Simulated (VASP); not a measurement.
# CoO (Fm-3m) in VASP: single point with PBE

Aim: the single point of CoO with PBE.

All numbers are computed with VASP 6.6.1; they aren't measurements. Logs are shortened: lines on timing, memory, paths and dates and some standing lists are left out, and cuts for length are marked.

### Step 1. The cell of the first run

It takes space group Fm-3m (No. 225, cubic). Conventional cell: a = 4.385 Å, b = 4.385 Å, c = 4.385 Å, α = 90.00°, β = 90.00°, γ = 90.00°. Co (site symmetry m-3m) has 6 O at 2.19 Å within 2.9 Å. Within 2.9 Å of O (site symmetry m-3m) lie 6 Co at 2.19 Å.

### Step 2. Single point, PBE, collinear spin, ferromagnetic start (10.54 Å³/atom)

The input, INCAR:

```
ALGO = Normal
EDIFF = 1E-6
ENCUT = 700
GGA = PE
GGA_COMPAT = F
ISIF = 2
ISMEAR = 0
ISPIN = 2
LASPH = T
LCHARG = T
LELF = T
LMAXMIX = 4
LORBIT = 11
LREAL = F
LVHAR = T
LWAVE = F
MAGMOM = 2.74 0.35
NBANDS = 22
NELM = 200
PREC = Accurate
SIGMA = 0.1
```

The input, KPOINTS:

```
k-points
0
Gamma
  16 16 16
```

The input, POSCAR:

```
CoO
1.0
    0.0000000000      2.1927245800      2.1927245800
    2.1927245800      0.0000000000      2.1927245800
    2.1927245800      2.1927245800      0.0000000000
Co O
1 1
Direct
    0.0000000000      0.0000000000      0.0000000000
    0.5000000000      0.5000000000      0.5000000000
```

Potentials or basis: VASP PAW PBE potentials, release 64 (Co_sv, O).

Started as:

```sh
$ cat potpaw_PBE.64/Co_sv/POTCAR potpaw_PBE.64/O/POTCAR > POTCAR
$ mpirun -np 1 vasp_std > vasp.out
```

OUTCAR:

```text
EDIFF = 1E-6
   ENCUT = 700
   GGA = PE
   ISIF = 2
   ISMEAR = 0
   ISPIN = 2
   LASPH = T
   LORBIT = 11
   LREAL = F
   NELM = 200
   PREC = Accurate

 ion  position               nearest neighbor table
   1  0.000  0.000  0.000-   2 2.19   2 2.19   2 2.19   2 2.19   2 2.19   2 2.19
   2  0.500  0.500  0.500-   1 2.19   1 2.19   1 2.19   1 2.19   1 2.19   1 2.19

  LATTYP: Found a face centered cubic cell.
 ALAT       =     4.3854491600

  Lattice vectors:

 A1 = (   0.0000000000,   2.1927245800,   2.1927245800)
 A2 = (   2.1927245800,   0.0000000000,   2.1927245800)
 A3 = (   2.1927245800,   2.1927245800,   0.0000000000)

Analysis of symmetry for initial positions (statically):
=====================================================================
 Subroutine PRICEL returns:
 Original cell was already a primitive cell.

 Routine SETGRP: Setting up the symmetry group for a
 face centered cubic supercell.

 Subroutine GETGRP returns: Found 48 space group operations
 (whereof 48 operations were pure point group operations)
 out of a pool of 48 trial point group operations.

The static configuration has the point symmetry O_h .

Analysis of symmetry for dynamics (positions and initial velocities):
=====================================================================
 Subroutine PRICEL returns:
 Original cell was already a primitive cell.

 Routine SETGRP: Setting up the symmetry group for a
 face centered cubic supercell.

 Subroutine GETGRP returns: Found 48 space group operations
 (whereof 48 operations were pure point group operations)
 out of a pool of 48 trial point group operations.

The dynamic configuration has the point symmetry O_h .

Analysis of structural, dynamic, and magnetic symmetry:
=====================================================================
 Subroutine PRICEL returns:
 Original cell was already a primitive cell.

 Routine SETGRP: Setting up the symmetry group for a
 face centered cubic supercell.

 Subroutine GETGRP returns: Found 48 space group operations
 (whereof 48 operations were pure point group operations)
 out of a pool of 48 trial point group operations.

The overall configuration has the point symmetry O_h .

 Subroutine INISYM returns: Found 48 space group operations
 (whereof 48 operations are pure point group operations),
 and found     1 'primitive' translations

----------------------------------------------------------------------------------------

                                     Primitive cell

  volume of cell :      21.0854

  direct lattice vectors                    reciprocal lattice vectors
     0.000000000  2.192724580  2.192724580    -0.228026814  0.228026814  0.228026814
     2.192724580  0.000000000  2.192724580     0.228026814 -0.228026814  0.228026814
     2.192724580  2.192724580  0.000000000     0.228026814  0.228026814 -0.228026814

  length of vectors
     3.100980840  3.100980840  3.100980840     0.394954027  0.394954027  0.394954027

  position of ions in fractional coordinates (direct lattice)
     0.000000000  0.000000000  0.000000000
     0.500000000  0.500000000  0.500000000

  ion indices of the primitive-cell ions
   primitive index   ion index
                 1           1
                 2           2

----------------------------------------------------------------------------------------

 KPOINTS: k-points

Automatic generation of k-mesh.
 Grid dimensions read from file:
 generate k-points for:   16   16   16

 Generating k-lattice:

  Cartesian coordinates                     Fractional coordinates (reciprocal lattice)
    -0.014251676  0.014251676  0.014251676     0.062500000  0.000000000  0.000000000
     0.014251676 -0.014251676  0.014251676     0.000000000  0.062500000  0.000000000
     0.014251676  0.014251676 -0.014251676     0.000000000  0.000000000  0.062500000

  Length of vectors
     0.024684627  0.024684627  0.024684627

  Shift w.r.t. Gamma in fractional coordinates (k-lattice)
     0.000000000  0.000000000  0.000000000

 Subroutine IBZKPT returns following result:
 ===========================================

 Found    145 irreducible k-points:

 Following reciprocal coordinates:
            Coordinates               Weight
  0.000000  0.000000  0.000000      1.000000
  0.062500  0.000000  0.000000      8.000000
  0.125000  0.000000  0.000000      8.000000
  0.187500  0.000000  0.000000      8.000000
  0.250000  0.000000  0.000000      8.000000
  0.312500  0.000000  0.000000      8.000000
[... 16 lines left out ...]
 -0.125000  0.062500  0.000000     24.000000
 -0.062500  0.062500  0.000000     12.000000
 [... further k-points ...]
   k-points           NKPTS =    145   k-points in BZ     NKDIM =    145   number of bands    NBANDS=     22
   number of dos      NEDOS =    301   number of ions     NIONS =      2
   total plane-waves  NPLWV =  21952
   dimension x,y,z NGX =    28 NGY =   28 NGZ =   28
   dimension x,y,z NGXF=    56 NGYF=   56 NGZF=   56
   ions per type =               1   1
   NGX,Y,Z   is equivalent  to a cutoff of  15.01, 15.01, 15.01 a.u.
   NGXF,Y,Z  is equivalent  to a cutoff of  30.02, 30.02, 30.02 a.u.
 SYSTEM =  unknown system
   PREC   = accura    normal or accurate (medium, high low for compatibility)
   ISTART =      0    job   : 0-new  1-cont  2-samecut
   ICHARG =      2    charge: 1-file 2-atom 10-const
   ISPIN  =      2    spin polarized calculation?
   LNONCOLLINEAR =      F non collinear calculations
   LSORBIT =      F    spin-orbit coupling
   LASPH  =      T    aspherical Exc in radial PAW
   ENCUT  =  700.0 eV  51.45 Ry    7.17 a.u.   6.69  6.69  6.69*2*pi/ulx,y,z
   NELM   =    200;   NELMIN=  2; NELMDL= -5     # of ELM steps
   EDIFF  = 0.1E-05   stopping-criterion for ELM
   LREAL  =      F    real-space projection
   EDIFFG = 0.1E-04   stopping-criterion for IOM
   NSW    =      0    number of steps for IOM
   IBRION =     -1    ionic relax: 0-MD 1-quasi-New 2-CG
   NFREE  =      0    steps in history (QN), initial steepest desc. (CG)
   ISIF   =      2    stress and relaxation
   ISYM   =      2    0-nonsym 1-usesym 2-fastsym
   POTIM  = 0.5000    time-step for ionic-motion
   TEBEG  =    0.0;   TEEND  =   0.0 temperature during run
   PSTRESS=    0.0 pullay stress
   NELECT =      23.0000    total number of electrons
   NUPDOWN=      -1.0000    fix difference up-down
   EMIN   =  10.00;   EMAX   =-10.00  energy-range for DOS
   EFERMI =   0.00;   METHOD = LEGACY
   ISMEAR =     0;   SIGMA  =   0.10  broadening in eV -4-tet -1-fermi 0-gaus
   EFERMI_NEDOS =   21; number of points for ismear=-14 and -15
   IALGO  =     38    algorithm
   IMIX   =      4    mixing-type and parameters
     AMIX     =   0.40;   BMIX     =  1.00
     AMIX_MAG =   1.60;   BMIX_MAG =  1.00
  volume/ion in A,a.u.               =      10.54        71.15
  Fermi-wavevector in a.u.,A,eV,Ry     =   1.685220  3.184605 38.640105  2.839968
  Thomas-Fermi vector in A             =   2.768103
   LORBIT       =     11    0 simple, 1 ext, 2 COOP (PROOUT), +10 PAW based schemes
   GGA     = PE    functional components
   LHFCALC =     F    Hartree Fock is set to
   AEXX    =    0.0000 exact exchange contribution
   IVDW    =     0    specifies the selected vdW correction
   LEPSILON=     F    determine dielectric tensor
   LRPA    =     F    only Hartree local field effects (RPA)
 spin polarized calculation
 Gauss-broadening in eV      SIGMA  =   0.10
  energy-cutoff  :      700.00
  volume of cell :       21.09
 maximum number of plane-waves:       905
   NGX = 13   NGY = 13   NGZ = 13

 number of electron      22.9999990 magnetization       2.9992910

 Free energy of the ion-electron system (eV)
  ---------------------------------------------------
  ext. energy  EPLUGINS =         0.00000000
  ---------------------------------------------------
  free energy    TOTEN  =       -13.04740153 eV

  energy without entropy =      -13.02503640  energy(sigma->0) =      -13.03621897

 E-fermi :   7.6689     XC(G=0): -12.1787

 val. band max:        7.6656679571   @ k =  -0.3750   0.4375   0.1250
 cond. band min:       7.6691444214   @ k =  -0.1875   0.2500   0.0625
 fundamental gap:      0.0034764644
 Fermi energy:         7.6689315680

 spin component 1

 k-point     1 :       0.0000    0.0000    0.0000
  band No.  band energies     occupation
      1     -89.2536      1.00000
      2     -52.5012      1.00000
      3     -52.5012      1.00000
      4     -52.5012      1.00000
      5     -11.8190      1.00000
      6       4.4238      1.00000
[... 14 lines left out ...]
     21      27.5241      0.00000
     22      31.3446      0.00000

 k-point     2 :       0.0625    0.0000    0.0000
  band No.  band energies     occupation
      1     -89.2535      1.00000
      2     -52.5021      1.00000
      3     -52.5013      1.00000
      4     -52.5013      1.00000
      5     -11.7846      1.00000
      6       4.0974      1.00000
[... 14 lines left out ...]
     21      28.2050      0.00000
     22      31.8973      0.00000

 k-point     3 :       0.1250    0.0000    0.0000
  band No.  band energies     occupation
      1     -89.2533      1.00000
      2     -52.5048      1.00000
      3     -52.5018      1.00000
      4     -52.5018      1.00000
      5     -11.6849      1.00000
      6       3.5599      1.00000
[... 14 lines left out ...]
     21      29.8007      0.00000
     22      33.1147      0.00000
[... 476 lines left out ...]
 k-point    23 :      -0.1250    0.0625    0.0000
  band No.  band energies     occupation
      1     -89.2531      1.00000
      2     -52.5064      1.00000
      3     -52.5026      1.00000
      4     -52.5018      1.00000
      5     -11.6117      1.00000
      6       3.0384      1.00000
[... 14 lines left out ...]
     21      30.9358      0.00000
     22      33.0192      0.00000

 k-point    24 :      -0.0625    0.0625    0.0000
  band No.  band energies     occupation
      1     -89.2534      1.00000
      2     -52.5035      1.00000
      3     -52.5018      1.00000
      4     -52.5015      1.00000
      5     -11.7287      1.00000
      6       3.6779      1.00000
[... 14 lines left out ...]
     21      29.2730      0.00000
     22      32.0734      0.00000

 [... further k-points ...]

 spin component 2

 k-point     1 :       0.0000    0.0000    0.0000
  band No.  band energies     occupation
      1     -86.1325      1.00000
      2     -49.4534      1.00000
      3     -49.4533      1.00000
      4     -49.4533      1.00000
      5     -11.2995      1.00000
      6       5.4204      1.00000
[... 14 lines left out ...]
     21      28.5143      0.00000
     22      32.1873      0.00000

 k-point     2 :       0.0625    0.0000    0.0000
  band No.  band energies     occupation
      1     -86.1324      1.00000
      2     -49.4545      1.00000
      3     -49.4536      1.00000
      4     -49.4535      1.00000
      5     -11.2639      1.00000
      6       5.0520      1.00000
[... 14 lines left out ...]
     21      29.0646      0.00000
     22      32.7678      0.00000

 k-point     3 :       0.1250    0.0000    0.0000
  band No.  band energies     occupation
      1     -86.1322      1.00000
      2     -49.4578      1.00000
      3     -49.4541      1.00000
      4     -49.4541      1.00000
      5     -11.1609      1.00000
      6       4.2787      1.00000
[... 14 lines left out ...]
     21      30.4328      0.00000
     22      34.0204      0.00000
[... 476 lines left out ...]
 k-point    23 :      -0.1250    0.0625    0.0000
  band No.  band energies     occupation
      1     -86.1320      1.00000
      2     -49.4597      1.00000
      3     -49.4551      1.00000
      4     -49.4542      1.00000
      5     -11.0851      1.00000
      6       3.8502      1.00000
[... 14 lines left out ...]
     21      31.5461      0.00000
     22      33.8886      0.00000

 k-point    24 :      -0.0625    0.0625    0.0000
  band No.  band energies     occupation
      1     -86.1323      1.00000
      2     -49.4562      1.00000
      3     -49.4542      1.00000
      4     -49.4537      1.00000
      5     -11.2061      1.00000
      6       4.5772      1.00000
[... 14 lines left out ...]
     21      30.0559      0.00000
     22      32.9328      0.00000

 [... further k-points ...]

------------------------ aborting loop because EDIFF is reached ----------------------------------------

  FORCE on cell =-STRESS in cart. coord.  units (eV):
  Direction    XX          YY          ZZ          XY          YZ          ZX
  --------------------------------------------------------------------------------------
  -------------------------------------------------------------------------------------
  Total       -1.9676896     -1.9676896     -1.9676896      0.0000000      0.0000000      0.0000000
  in kB     -149.5150545   -149.5150545   -149.5150545      0.0000000      0.0000000      0.0000000
  external PRESSURE =    -149.5150545 kB  Pullay stress =       0.0000000 kB

 VOLUME and BASIS-vectors are now :
 -----------------------------------------------------------------------------
  energy-cutoff  :      700.00
  volume of cell :       21.09
      direct lattice vectors                 reciprocal lattice vectors
     0.000000000  2.192724580  2.192724580    -0.228026814  0.228026814  0.228026814
     2.192724580  0.000000000  2.192724580     0.228026814 -0.228026814  0.228026814
     2.192724580  2.192724580  0.000000000     0.228026814  0.228026814 -0.228026814

 POSITION                                       TOTAL-FORCE (eV/Angst)
 -----------------------------------------------------------------------------------
      0.00000      0.00000      0.00000         0.000000      0.000000      0.000000
      2.19272      2.19272      2.19272        -0.000000      0.000000     -0.000000
 -----------------------------------------------------------------------------------
    total drift:                                0.000000      0.000000      0.000000

  FREE ENERGIE OF THE ION-ELECTRON SYSTEM (eV)
  ---------------------------------------------------
  free  energy   TOTEN  =       -13.0474015292 eV

  energy  without entropy=      -13.0250364017  energy(sigma->0) =      -13.03621897

 total charge

# of ion       s       p       d       tot
------------------------------------------
    1        2.133   6.049   6.645  14.827
    2        1.552   3.388   0.000   4.940
--------------------------------------------------
tot          3.684   9.437   6.645  19.767

 magnetization (x)

# of ion       s       p       d       tot
------------------------------------------
    1        0.013   0.009   2.552   2.574
    2        0.026   0.283   0.000   0.309
--------------------------------------------------
tot          0.039   0.292   2.552   2.883
```

Run time: 3.6 min. Hardware: 1 thread of Intel Xeon Platinum 8259CL at 2.50GHz (Skylake/Cascade Lake), shared host; peak memory 0.28 GiB.

What came out:

```yaml
Free_energy: -13.0474 eV
Pressure: -15.0 GPa
Band_gap_on_the_k_mesh: zero (filled and empty bands overlap)
Net_moment: 3.00 μB per cell
Site_moments: Co +2.57; O +0.31 μB
Valence_electrons_inside_the_program's_atomic_spheres: Co 14.83; O 4.94
```

Levels at points of the mesh, in eV from the Fermi level:
Spin up:
```csv
k point,band 10,band 11,band 12,band 13,band 14,band 15,band 16,band 17
"(0.00, 0.00, 0.00)",-2.98,-2.81,-2.81,-2.81,0.51,16.49,17.38,17.38
"(0.50, 0.00, 0.00)",-2.39,-1.87,-0.11,-0.11,4.82,8.49,12.79,12.79
"(0.50, 0.50, 0.00)",-2.95,-2.59,-2.14,-2.14,5.22,9.23,11.24,14.71
```
Spin down:
```tsv
k point	band 8	band 9	band 10	band 11	band 12	band 13
(0.00, 0.00, 0.00)	-2.25	-0.94	-0.94	-0.94	0.19	0.20
(0.50, 0.00, 0.00)	-4.08	-0.10	-0.10	0.16	2.51	2.51
(0.50, 0.50, 0.00)	-3.40	-1.90	0.11	0.11	0.60	0.91
```

Caveat: the cell stands under tension; a cell with one magnetic atom can't hold antiferromagnetic order, which such compounds often take; semilocal functionals often make such compounds metallic where correlation or magnetic order opens a gap, which also shifts bond lengths. With open d or f shells a metallic result of PBE can be an artefact of self-interaction; +U or a hybrid may open a gap.
